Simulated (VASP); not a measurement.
# ZrN (Fm-3m) in VASP: a series of runs

The runs below take ZrN through single point, with PBE.

Everything below comes from runs of VASP 6.6.1. Logs are shortened: lines on timing, memory, paths and dates and some standing lists are left out, and cuts for length are marked.

**1. The cell of the first run**

It takes space group Fm-3m (No. 225, cubic). The conventional cell has a = 4.661 Å, b = 4.661 Å, c = 4.661 Å, α = 90.00°, β = 90.00°, γ = 90.00°. Zr (site symmetry m-3m) has 6 N at 2.33 Å within 3.1 Å. Within 3.1 Å of N (site symmetry m-3m) lie 6 Zr at 2.33 Å.

**2. Single point, PBE**

INCAR

```
PREC = Accurate ; ENCUT = 600
EDIFF = 1E-6 ; ISMEAR = -1
SIGMA = 0.1 ; LREAL = False
LASPH = True ; NELM = 120
ALGO = Normal ; ISIF = 2
LWAVE = False ; LCHARG = True
GGA = PE ; LELF = True
LVHAR = True ; NBANDS = 16
GGA_COMPAT = False
```

KPOINTS

```
Automatic mesh
0
Gamma
  9 9 9
```

POSCAR

```
ZrN
1.0
    0.0000000000      2.3302666288      2.3302666288
    2.3302666288      0.0000000000      2.3302666288
    2.3302666288      2.3302666288      0.0000000000
Zr N
1 1
Direct
    0.5000000000      0.5000000000      0.5000000000
    0.0000000000      0.0000000000      0.0000000000
```

Potentials or basis: VASP PAW PBE potentials, release 64 (Zr_sv, N).

Run with:

```console
cat potpaw_PBE.64/Zr_sv/POTCAR potpaw_PBE.64/N/POTCAR > POTCAR
mpirun -np 1 vasp_std > vasp.out
```

OUTCAR:

```text
PREC = Accurate
   ENCUT = 600
   EDIFF = 1E-6
   ISMEAR = -1
   LREAL = False
   LASPH = True
   NELM = 120
   ISIF = 2
   GGA = PE

 ion  position               nearest neighbor table
   1  0.500  0.500  0.500-   2 2.33   2 2.33   2 2.33   2 2.33   2 2.33   2 2.33
   2  0.000  0.000  0.000-   1 2.33   1 2.33   1 2.33   1 2.33   1 2.33   1 2.33

  LATTYP: Found a face centered cubic cell.
 ALAT       =     4.6605332576

  Lattice vectors:

 A1 = (   0.0000000000,   2.3302666288,   2.3302666288)
 A2 = (   2.3302666288,   0.0000000000,   2.3302666288)
 A3 = (   2.3302666288,   2.3302666288,   0.0000000000)

Analysis of symmetry for initial positions (statically):
=====================================================================
 Subroutine PRICEL returns:
 Original cell was already a primitive cell.

 Routine SETGRP: Setting up the symmetry group for a
 face centered cubic supercell.

 Subroutine GETGRP returns: Found 48 space group operations
 (whereof 48 operations were pure point group operations)
 out of a pool of 48 trial point group operations.

The static configuration has the point symmetry O_h .

Analysis of symmetry for dynamics (positions and initial velocities):
=====================================================================
 Subroutine PRICEL returns:
 Original cell was already a primitive cell.

 Routine SETGRP: Setting up the symmetry group for a
 face centered cubic supercell.

 Subroutine GETGRP returns: Found 48 space group operations
 (whereof 48 operations were pure point group operations)
 out of a pool of 48 trial point group operations.

The dynamic configuration has the point symmetry O_h .

 Subroutine INISYM returns: Found 48 space group operations
 (whereof 48 operations are pure point group operations),
 and found     1 'primitive' translations

----------------------------------------------------------------------------------------

                                     Primitive cell

  volume of cell :      25.3074

  direct lattice vectors                    reciprocal lattice vectors
     0.000000000  2.330266629  2.330266629    -0.214567721  0.214567721  0.214567721
     2.330266629  0.000000000  2.330266629     0.214567721 -0.214567721  0.214567721
     2.330266629  2.330266629  0.000000000     0.214567721  0.214567721 -0.214567721

  length of vectors
     3.295494670  3.295494670  3.295494670     0.371642195  0.371642195  0.371642195

  position of ions in fractional coordinates (direct lattice)
     0.500000000  0.500000000  0.500000000
     0.000000000  0.000000000  0.000000000

  ion indices of the primitive-cell ions
   primitive index   ion index
                 1           1
                 2           2

----------------------------------------------------------------------------------------

 KPOINTS: Automatic mesh

Automatic generation of k-mesh.
 Grid dimensions read from file:
 generate k-points for:    9    9    9

 Generating k-lattice:

  Cartesian coordinates                     Fractional coordinates (reciprocal lattice)
    -0.023840858  0.023840858  0.023840858     0.111111111  0.000000000  0.000000000
     0.023840858 -0.023840858  0.023840858     0.000000000  0.111111111  0.000000000
     0.023840858  0.023840858 -0.023840858     0.000000000  0.000000000  0.111111111

  Length of vectors
     0.041293577  0.041293577  0.041293577

  Shift w.r.t. Gamma in fractional coordinates (k-lattice)
     0.000000000  0.000000000  0.000000000

 Subroutine IBZKPT returns following result:
 ===========================================

 Found     35 irreducible k-points:

 Following reciprocal coordinates:
            Coordinates               Weight
  0.000000  0.000000  0.000000      1.000000
  0.111111  0.000000  0.000000      8.000000
  0.222222  0.000000  0.000000      8.000000
  0.333333  0.000000  0.000000      8.000000
  0.444444  0.000000  0.000000      8.000000
  0.111111  0.111111  0.000000      6.000000
[... 16 lines left out ...]
 -0.333333  0.333333  0.000000     12.000000
  0.444444  0.444444  0.000000      6.000000
 [... further k-points ...]
   k-points           NKPTS =     35   k-points in BZ     NKDIM =     35   number of bands    NBANDS=     16
   number of dos      NEDOS =    301   number of ions     NIONS =      2
   total plane-waves  NPLWV =  21952
   dimension x,y,z NGX =    28 NGY =   28 NGZ =   28
   dimension x,y,z NGXF=    56 NGYF=   56 NGZF=   56
   ions per type =               1   1
   NGX,Y,Z   is equivalent  to a cutoff of  14.12, 14.12, 14.12 a.u.
   NGXF,Y,Z  is equivalent  to a cutoff of  28.25, 28.25, 28.25 a.u.
 SYSTEM =  unknown system
   PREC   = accura    normal or accurate (medium, high low for compatibility)
   ISTART =      0    job   : 0-new  1-cont  2-samecut
   ICHARG =      2    charge: 1-file 2-atom 10-const
   ISPIN  =      1    spin polarized calculation?
   LNONCOLLINEAR =      F non collinear calculations
   LSORBIT =      F    spin-orbit coupling
   LASPH  =      T    aspherical Exc in radial PAW
   ENCUT  =  600.0 eV  44.10 Ry    6.64 a.u.   6.58  6.58  6.58*2*pi/ulx,y,z
   NELM   =    120;   NELMIN=  2; NELMDL= -5     # of ELM steps
   EDIFF  = 0.1E-05   stopping-criterion for ELM
   LREAL  =      F    real-space projection
   EDIFFG = 0.1E-04   stopping-criterion for IOM
   NSW    =      0    number of steps for IOM
   IBRION =     -1    ionic relax: 0-MD 1-quasi-New 2-CG
   NFREE  =      0    steps in history (QN), initial steepest desc. (CG)
   ISIF   =      2    stress and relaxation
   ISYM   =      2    0-nonsym 1-usesym 2-fastsym
   POTIM  = 0.5000    time-step for ionic-motion
   TEBEG  =    0.0;   TEEND  =   0.0 temperature during run
   PSTRESS=    0.0 pullay stress
   NELECT =      17.0000    total number of electrons
   NUPDOWN=      -1.0000    fix difference up-down
   EMIN   =  10.00;   EMAX   =-10.00  energy-range for DOS
   EFERMI =   0.00;   METHOD = LEGACY
   ISMEAR =    -1;   SIGMA  =   0.10  broadening in eV -4-tet -1-fermi 0-gaus
   EFERMI_NEDOS =   21; number of points for ismear=-14 and -15
   IALGO  =     38    algorithm
   IMIX   =      4    mixing-type and parameters
     AMIX     =   0.40;   BMIX     =  1.00
     AMIX_MAG =   1.60;   BMIX_MAG =  1.00
  volume/ion in A,a.u.               =      12.65        85.39
  Fermi-wavevector in a.u.,A,eV,Ry     =   1.433757  2.709408 27.968937  2.055659
  Thomas-Fermi vector in A             =   2.553240
   LORBIT       =      0    0 simple, 1 ext, 2 COOP (PROOUT), +10 PAW based schemes
   GGA     = PE    functional components
   LHFCALC =     F    Hartree Fock is set to
   AEXX    =    0.0000 exact exchange contribution
   IVDW    =     0    specifies the selected vdW correction
   LEPSILON=     F    determine dielectric tensor
   LRPA    =     F    only Hartree local field effects (RPA)
 non-spin polarized calculation
  energy-cutoff  :      600.00
  volume of cell :       25.31
 maximum number of plane-waves:       869
   NGX = 13   NGY = 13   NGZ = 13

 number of electron      17.0000000 magnetization

 Free energy of the ion-electron system (eV)
  ---------------------------------------------------
  ext. energy  EPLUGINS =         0.00000000
  ---------------------------------------------------
  free energy    TOTEN  =       -20.36005326 eV

  energy without entropy =      -20.33670635  energy(sigma->0) =      -20.34837981

 E-fermi :  11.3203     XC(G=0): -12.2488

 val. band max:       11.2936783336   @ k =   0.1111   0.0000   0.0000
 cond. band min:      11.3252773355   @ k =   0.4444   0.2222   0.1111
 fundamental gap:      0.0315990019
 Fermi energy:        11.3202699827

 k-point     1 :       0.0000    0.0000    0.0000
  band No.  band energies     occupation
      1     -38.3845      2.00000
      2     -16.0502      2.00000
      3     -16.0502      2.00000
      4     -16.0502      2.00000
      5      -4.7130      2.00000
      6       8.7578      2.00000
[... 8 lines left out ...]
     15      20.4601      0.00000
     16      32.9438      0.00000

 k-point     2 :       0.1111    0.0000    0.0000
  band No.  band energies     occupation
      1     -38.3714      2.00000
      2     -16.1739      2.00000
      3     -16.0599      2.00000
      4     -16.0599      2.00000
      5      -4.4947      2.00000
      6       7.8407      2.00000
[... 8 lines left out ...]
     15      21.2128      0.00000
     16      30.7449      0.00000

 k-point     3 :       0.2222    0.0000    0.0000
  band No.  band energies     occupation
      1     -38.3382      2.00000
      2     -16.4732      2.00000
      3     -16.0842      2.00000
      4     -16.0842      2.00000
      5      -3.9357      2.00000
      6       6.2598      2.00000
[... 8 lines left out ...]
     15      22.7796      0.00000
     16      28.4117      0.00000

 k-point     4 :       0.3333    0.0000    0.0000
  band No.  band energies     occupation
      1     -38.3000      2.00000
      2     -16.7928      2.00000
      3     -16.1116      2.00000
      4     -16.1116      2.00000
      5      -3.2707      2.00000
      6       4.8718      2.00000
[... 8 lines left out ...]
     15      23.2297      0.00000
     16      25.6558      0.00000
[... 324 lines left out ...]
 k-point    22 :      -0.4444    0.3333    0.0000
  band No.  band energies     occupation
      1     -38.2405      2.00000
      2     -16.7474      2.00000
      3     -16.4955      2.00000
      4     -16.2817      2.00000
      5      -3.7070      2.00000
      6       6.0774      2.00000
[... 8 lines left out ...]
     15      21.5892      0.00000
     16      24.4132      0.00000

 k-point    23 :      -0.3333    0.3333    0.0000
  band No.  band energies     occupation
      1     -38.2441      2.00000
      2     -16.6822      2.00000
      3     -16.6049      2.00000
      4     -16.2263      2.00000
      5      -3.4263      2.00000
      6       5.3693      2.00000
[... 8 lines left out ...]
     15      22.0068      0.00000
     16      22.2082      0.00000

 k-point    24 :       0.4444    0.4444    0.0000
  band No.  band energies     occupation
      1     -38.2399      2.00000
      2     -16.8095      2.00000
      3     -16.3417      2.00000
      4     -16.3417      2.00000
      5      -4.1044      2.00000
      6       6.5853      2.00000
[... 8 lines left out ...]
     15      21.1896      0.00000
     16      26.4410      0.00000

 [... further k-points ...]

------------------------ aborting loop because EDIFF is reached ----------------------------------------

  FORCE on cell =-STRESS in cart. coord.  units (eV):
  Direction    XX          YY          ZZ          XY          YZ          ZX
  --------------------------------------------------------------------------------------
  -------------------------------------------------------------------------------------
  Total       -1.5101435     -1.5101435     -1.5101435     -0.0000000      0.0000000      0.0000000
  in kB      -95.6052967    -95.6052967    -95.6052967     -0.0000000      0.0000000      0.0000000
  external PRESSURE =     -95.6052967 kB  Pullay stress =       0.0000000 kB

 VOLUME and BASIS-vectors are now :
 -----------------------------------------------------------------------------
  energy-cutoff  :      600.00
  volume of cell :       25.31
      direct lattice vectors                 reciprocal lattice vectors
     0.000000000  2.330266629  2.330266629    -0.214567721  0.214567721  0.214567721
     2.330266629  0.000000000  2.330266629     0.214567721 -0.214567721  0.214567721
     2.330266629  2.330266629  0.000000000     0.214567721  0.214567721 -0.214567721

 POSITION                                       TOTAL-FORCE (eV/Angst)
 -----------------------------------------------------------------------------------
      2.33027      2.33027      2.33027        -0.000000      0.000000      0.000000
      0.00000      0.00000      0.00000         0.000000     -0.000000     -0.000000
 -----------------------------------------------------------------------------------
    total drift:                                0.000000      0.000000      0.000000

  FREE ENERGIE OF THE ION-ELECTRON SYSTEM (eV)
  ---------------------------------------------------
  free  energy   TOTEN  =       -20.3600532641 eV

  energy  without entropy=      -20.3367063544  energy(sigma->0) =      -20.34837981
```

Wall time 40 s (1 thread of Intel Xeon 8259CL, shared host); peak memory 0.16 GiB.

Results:

```
Free energy : -20.3601 eV
Pressure    : -9.6 GPa
```

**3. Single point, PBE**

This run uses another cell than the first one, of 12.90 Å³/atom, 1.019 times its volume.

INCAR

```
SYSTEM = ZrN
ALGO = Normal ; EDIFF = 1E-6
ENCUT = 600 ; GGA = PE
GGA_COMPAT = .False. ; ISIF = 2
ISMEAR = -1 ; LASPH = .True.
LCHARG = .False. ; LREAL = .False.
LWAVE = .False. ; NBANDS = 16
NELM = 120 ; PREC = Accurate
SIGMA = 0.1
```

KPOINTS

```
k-points
0
Gamma
  9 9 9
  0 0 0
```

POSCAR

```
ZrN
1.0
    0.0000000000      2.3451094916      2.3451094916
    2.3451094916      0.0000000000      2.3451094916
    2.3451094916      2.3451094916      0.0000000000
Zr N
1 1
Direct
    0.5000000000      0.5000000000      0.5000000000
    0.0000000000      0.0000000000      0.0000000000
```

Potentials or basis: VASP PAW PBE potentials, release 64 (Zr_sv, N).

Run with:

```console
cat potpaw_PBE.64/Zr_sv/POTCAR potpaw_PBE.64/N/POTCAR > POTCAR
mpirun -np 1 vasp_std > vasp.out
```

Wall time 39 s (1 thread of Intel Xeon 8259CL, shared host); peak memory 0.17 GiB.

It converged, with:

* Free energy: -20.3258 eV
* Pressure: -13.3 GPa

Levels at points of the mesh, in eV from the Fermi level:
```csv
k point,band 6,band 7,band 8,band 9,band 10,band 11,band 12,band 13
"(0.00, 0.00, 0.00)",-2.53,-2.53,-2.53,-0.35,-0.35,-0.35,1.46,1.46
```
